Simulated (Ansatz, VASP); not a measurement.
# One calculation of TaN, two programs

```
N Ta
1.0
     5.76159    0.00000    0.00000
     0.00000    5.85703    0.00000
     0.00000    0.00000   25.88902
N Ta
12 12
Direct
  0.00000 0.75000 0.30901
  0.00000 0.25000 0.30901
  0.50000 0.75000 0.30901
  0.50000 0.25000 0.30901
  0.00000 0.50000 0.40697
  0.00000 0.00000 0.40697
  0.50000 0.50000 0.40697
  0.50000 0.00000 0.40697
  0.00001 0.25010 0.50625
  0.00001 0.74976 0.50638
  0.50006 0.25315 0.50557
  0.50008 0.74689 0.50558
  0.25000 0.00000 0.34167
  0.25000 0.50000 0.34167
  0.75000 0.00000 0.34167
  0.75000 0.50000 0.34167
  0.25036 0.74921 0.44089
  0.25035 0.25078 0.44086
  0.74968 0.74921 0.44089
  0.74967 0.25079 0.44086
  0.25539 0.49975 0.54081
  0.24908 0.00013 0.53746
  0.74480 0.49977 0.54081
  0.75103 0.00014 0.53749
```

Alike in both runs: task single point; functional PBE; dispersion D3(BJ); k mesh 3 × 3 × 1; occupations gaussian, width 0.1 eV; no spin polarisation.

|  | VASP | Ansatz |
| --- | --- | --- |
| version | VASP 6.6.1 | Ansatz 0.2.0 |
| potentials or method | VASP PAW PBE potentials, release 64 (N, Ta_pv), cutoff 520 eV | scalar-relativistic, plane waves, PAW |
| valence electrons in the cell | 192 | 216 |

Ansatz gave:

| Quantity | Value |
| --- | --- |
| gap on the k mesh at the Fermi level (eV) | none |
| rms of the force components (eV/Å) | 1.062 |
| work function, face that differs most (eV) | 6.29 |

**Question.** What did VASP give for the same quantities?

**Answer.** gap on the k mesh at the Fermi level (eV): none; rms of the force components (eV/Å): 1.056; work function, face that differs most (eV): 6.30.

A gap of «none» marks a metal or a gap that the smearing closes. VASP's potentials hold 192 valence electrons a cell and Ansatz's 216, so a difference there can come from the potentials and not from the codes.

The k mesh is coarse, so the values compare programs but aren't converged. Neither program's run includes spin-orbit coupling.
